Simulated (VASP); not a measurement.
# CuO (Cc) in VASP: further runs, part 2 of 2

VASP 6.6.1. The steps go on from the part before.

## 4. Single point, r2SCAN, collinear spin

Contents of POSCAR:

```
CuO
1.0
    2.3463500000     -1.7141500000      0.0000000000
    2.3463500000      1.7141500000      0.0000000000
   -0.8519200000      0.0000000000      5.0658700000
Cu O
2 2
Direct
    0.0033000000      0.4967000000      0.0000000000
    0.4967000000      0.0033000000      0.5000000000
    0.5719000000      0.4073000000      0.2602000000
    0.4073000000      0.5719000000      0.7602000000
```

Contents of INCAR.step1:

```
SYSTEM = CuO
PREC = Accurate ; ENCUT = 520
ISMEAR = -1 ; SIGMA = 0.05
LREAL = .FALSE. ; LASPH = .TRUE.
NELM = 150 ; ISPIN = 2
MAGMOM = 1 0 0 0 ; LMAXMIX = 4
NBANDS = 29 ; GGA = PE
ALGO = Normal ; EDIFF = 1E-4
LWAVE = .TRUE. ; LCHARG = .FALSE.
LUSENCCL = .FALSE.
```

Contents of INCAR.step2:

```
SYSTEM = CuO
PREC = Accurate ; ENCUT = 520
EDIFF = 1E-6 ; ISMEAR = -1
SIGMA = 0.05 ; LREAL = .FALSE.
LASPH = .TRUE. ; NELM = 150
ALGO = Normal ; ISIF = 2
LWAVE = .FALSE. ; LCHARG = .TRUE.
ISPIN = 2 ; MAGMOM = 1 0 0 0
LORBIT = 11 ; LMAXMIX = 4
METAGGA = R2SCAN ; LMIXTAU = .TRUE.
LELF = .TRUE. ; LVHAR = .TRUE.
NBANDS = 29 ; ISTART = 1
LUSENCCL = .FALSE.
```

Contents of KPOINTS:

```
Automatic mesh
0
G
  7 7 4
  0 0 0
```

Potentials or basis: VASP PAW PBE potentials, release 64 (Cu, O).

Command:

```bash
$ cat potpaw_PBE.64/Cu/POTCAR potpaw_PBE.64/O/POTCAR > POTCAR
$ cp INCAR.step1 INCAR
$ mpirun -np 1 vasp_std > vasp.out
$ cp INCAR.step2 INCAR
$ mpirun -np 1 vasp_std > vasp.out
```

OUTCAR:

```text
SYSTEM = CuO
   PREC = Accurate
   ENCUT = 520
   EDIFF = 1E-6
   ISMEAR = -1
   LREAL = .FALSE.
   LASPH = .TRUE.
   NELM = 150
   ISIF = 2
   ISPIN = 2
   LORBIT = 11
   METAGGA = R2SCAN
   ISTART = 1

 ion  position               nearest neighbor table
   1  0.003  0.497  0.000-   4 1.89   3 1.96   4 1.96   3 2.04
   2  0.497  0.003  0.500-   3 1.89   4 1.96   3 1.96   4 2.04
   3  0.572  0.407  0.260-   2 1.89   1 1.96   2 1.96   1 2.04
   4  0.407  0.572  0.760-   1 1.89   2 1.96   1 1.96   2 2.04

  LATTYP: Found a base centered monoclinic cell.
 ALAT       =     4.6927000000
 B/A-ratio  =     0.7305602318
 C/A-ratio  =     1.0946797482
 COS(beta)  =    -0.1658398665

  Lattice vectors:

 A1 = (   2.3463500000,  -1.7141500000,   0.0000000000)
 A2 = (   2.3463500000,   1.7141500000,   0.0000000000)
 A3 = (  -0.8519200000,   0.0000000000,   5.0658700000)

Analysis of symmetry for initial positions (statically):
=====================================================================
 Subroutine PRICEL returns:
 Original cell was already a primitive cell.

 Routine SETGRP: Setting up the symmetry group for a
 base centered monoclinic supercell.

 Subroutine GETGRP returns: Found  2 space group operations
 (whereof  1 operations were pure point group operations)
 out of a pool of  4 trial point group operations.

The static configuration has the point symmetry C_1 .
 The point group associated with its full space group is C_1h.

Analysis of symmetry for dynamics (positions and initial velocities):
=====================================================================
 Subroutine PRICEL returns:
 Original cell was already a primitive cell.

 Routine SETGRP: Setting up the symmetry group for a
 base centered monoclinic supercell.

 Subroutine GETGRP returns: Found  2 space group operations
 (whereof  1 operations were pure point group operations)
 out of a pool of  4 trial point group operations.

The dynamic configuration has the point symmetry C_1 .
 The point group associated with its full space group is C_1h.

Analysis of structural, dynamic, and magnetic symmetry:
=====================================================================
 Subroutine PRICEL returns:
 Original cell was already a primitive cell.

 Routine SETGRP: Setting up the symmetry group for a
 base centered monoclinic supercell.

 Subroutine GETGRP returns: Found  1 space group operations
 (whereof  1 operations were pure point group operations)
 out of a pool of  4 trial point group operations.

The overall configuration has the point symmetry C_1 .

 Subroutine INISYM returns: Found  1 space group operations
 (whereof  1 operations are pure point group operations),
 and found     1 'primitive' translations

----------------------------------------------------------------------------------------

                                     Primitive cell

  volume of cell :      40.7498

  direct lattice vectors                    reciprocal lattice vectors
     2.346350000 -1.714150000  0.000000000     0.213096938 -0.291689759  0.035836203
     2.346350000  1.714150000  0.000000000     0.213096938  0.291689759  0.035836203
    -0.851920000  0.000000000  5.065870000    -0.000000000  0.000000000  0.197399460

  length of vectors
     2.905799123  2.905799123  5.137003654     0.363011644  0.363011644  0.197399460

[... 80 lines left out ...]
   LSORBIT =      F    spin-orbit coupling
   LASPH  =      T    aspherical Exc in radial PAW
   ENCUT  =  520.0 eV  38.22 Ry    6.18 a.u.   5.40  5.40  9.55*2*pi/ulx,y,z
   NELM   =    150;   NELMIN=  2; NELMDL=  0     # of ELM steps
   EDIFF  = 0.1E-05   stopping-criterion for ELM
   LREAL  =      F    real-space projection
   EDIFFG = 0.1E-04   stopping-criterion for IOM
   NSW    =      0    number of steps for IOM
   IBRION =     -1    ionic relax: 0-MD 1-quasi-New 2-CG
   NFREE  =      0    steps in history (QN), initial steepest desc. (CG)
   ISIF   =      2    stress and relaxation
   ISYM   =      2    0-nonsym 1-usesym 2-fastsym
   POTIM  = 0.5000    time-step for ionic-motion
   TEBEG  =    0.0;   TEEND  =   0.0 temperature during run
   PSTRESS=    0.0 pullay stress
   NELECT =      34.0000    total number of electrons
   NUPDOWN=      -1.0000    fix difference up-down
   EMIN   =  10.00;   EMAX   =-10.00  energy-range for DOS
   EFERMI =   0.00;   METHOD = LEGACY
   ISMEAR =    -1;   SIGMA  =   0.05  broadening in eV -4-tet -1-fermi 0-gaus
   EFERMI_NEDOS =   21; number of points for ismear=-14 and -15
   IALGO  =     38    algorithm
   IMIX   =      4    mixing-type and parameters
     AMIX     =   0.40;   BMIX     =  1.00
     AMIX_MAG =   1.60;   BMIX_MAG =  1.00
  volume/ion in A,a.u.               =      10.19        68.75
  Fermi-wavevector in a.u.,A,eV,Ry     =   1.541201  2.912447 32.317921  2.375300
  Thomas-Fermi vector in A             =   2.647180
   LORBIT       =     11    0 simple, 1 ext, 2 COOP (PROOUT), +10 PAW based schemes
   METAGGA = R2SCAN    functional components
   LHFCALC =     F    Hartree Fock is set to
   AEXX    =    0.0000 exact exchange contribution
   IVDW    =     0    specifies the selected vdW correction
   LEPSILON=     F    determine dielectric tensor
   LRPA    =     F    only Hartree local field effects (RPA)
 spin polarized calculation
  energy-cutoff  :      520.00
  volume of cell :       40.75
 maximum number of plane-waves:      1129
 NGX is ok and might be reduce to    24
   NGX = 11   NGY = 11   NGZ = 19

 number of electron      34.0000000 magnetization      -0.0017295

 number of electron      34.0000000 magnetization       0.0012832

 Free energy of the ion-electron system (eV)
  ---------------------------------------------------
  ext. energy  EPLUGINS =         0.00000000
  ---------------------------------------------------
  free energy    TOTEN  =       -36.30529054 eV

  energy without entropy =      -36.28751649  energy(sigma->0) =      -36.29640351

 E-fermi :   5.4631     XC(G=0): -12.5829

 val. band max:        5.4394358923   @ k =   0.4286   0.2857   0.5000
 cond. band min:       5.4795975005   @ k =   0.0000  -0.1429   0.0000
 fundamental gap:      0.0401616083
 Fermi energy:         5.4631415034

 spin component 1

 k-point     1 :       0.0000    0.0000    0.0000
  band No.  band energies     occupation
      1     -15.5797      1.00000
      2     -14.3193      1.00000
      3      -2.8679      1.00000
      4      -0.2880      1.00000
      5       0.0708      1.00000
      6       1.8004      1.00000
[... 757 lines left out ...]
     28      24.3820      0.00000
     29      24.5668      0.00000

 [... further k-points ...]

 spin component 2

 k-point     1 :       0.0000    0.0000    0.0000
  band No.  band energies     occupation
      1     -15.5794      1.00000
      2     -14.3190      1.00000
      3      -2.8676      1.00000
      4      -0.2872      1.00000
      5       0.0716      1.00000
      6       1.8007      1.00000
[... 757 lines left out ...]
     28      24.3822      0.00000
     29      24.5670      0.00000

 [... further k-points ...]
[... 5 lines left out ...]
  --------------------------------------------------------------------------------------
  -------------------------------------------------------------------------------------
  Total       -0.0461409      0.1525466     -0.3389987      0.0001205      0.0000631     -0.4998877
  in kB       -1.8141411      5.9977392    -13.3285505      0.0047390      0.0024803    -19.6542891
  external PRESSURE =      -3.0483175 kB  Pullay stress =       0.0000000 kB

 VOLUME and BASIS-vectors are now :
 -----------------------------------------------------------------------------
  energy-cutoff  :      520.00
  volume of cell :       40.75
      direct lattice vectors                 reciprocal lattice vectors
     2.346350000 -1.714150000  0.000000000     0.213096938 -0.291689759  0.035836203
     2.346350000  1.714150000  0.000000000     0.213096938  0.291689759  0.035836203
    -0.851920000  0.000000000  5.065870000    -0.000000000  0.000000000  0.197399460

 POSITION                                       TOTAL-FORCE (eV/Angst)
 -----------------------------------------------------------------------------------
      1.17318      0.84576      0.00000        -0.679636      0.293691      0.621857
      0.74722     -0.84576      2.53294        -0.679654     -0.293693      0.621876
      2.07588     -0.28215      1.31814         0.679668      0.368909     -0.621996
      1.64992      0.28215      3.85107         0.679621     -0.368908     -0.621737
 -----------------------------------------------------------------------------------
    total drift:                               -0.016926     -0.000035     -0.001342

  FREE ENERGIE OF THE ION-ELECTRON SYSTEM (eV)
  ---------------------------------------------------
  free  energy   TOTEN  =       -36.3052905361 eV

  energy  without entropy=      -36.2875164908  energy(sigma->0) =      -36.29640351

 total charge

# of ion       s       p       d       tot
------------------------------------------
    1        0.380   0.398   9.152   9.929
    2        0.380   0.398   9.152   9.929
    3        1.580   3.412   0.000   4.992
    4        1.580   3.412   0.000   4.992
--------------------------------------------------
tot          3.919   7.619  18.303  29.841

 magnetization (x)

# of ion       s       p       d       tot
------------------------------------------
    1       -0.000   0.000   0.000   0.000
    2       -0.000   0.000   0.000   0.000
    3        0.000   0.000   0.000   0.000
    4        0.000   0.000   0.000   0.000
--------------------------------------------------
tot          0.000   0.000   0.001   0.001
```

Run time: 24 min. Hardware: 1 × NVIDIA H100 80GB with 1 thread of AMD EPYC 7R13 (Zen 3), shared host; peak memory 1.3 GiB.

What came out:

* Free energy: -36.3053 eV
* Pressure: -0.3 GPa
* Largest force: 0.992 eV/Å
* Band gap on the k mesh: zero (filled and empty bands overlap)
* Net moment: 0.00 μB per cell
* Valence electrons inside the program's atomic spheres: Cu 9.93; O 4.99

Forces in eV/Å, atoms in the order of the input:
```
Cu  -0.680  0.294  0.622
Cu  -0.680 -0.294  0.622
O    0.680  0.369 -0.622
O    0.680 -0.369 -0.622
```

Caveat: the PAW data sets were made with another functional, which shifts forces and pressure a little; semilocal functionals often make such compounds metallic where correlation or magnetic order opens a gap, which also shifts bond lengths. With open d or f shells a metallic result of r2SCAN can be an artefact of self-interaction; +U or a hybrid may open a gap.

The gap in the log of VASP goes by the Fermi energy; the results here count the filled bands.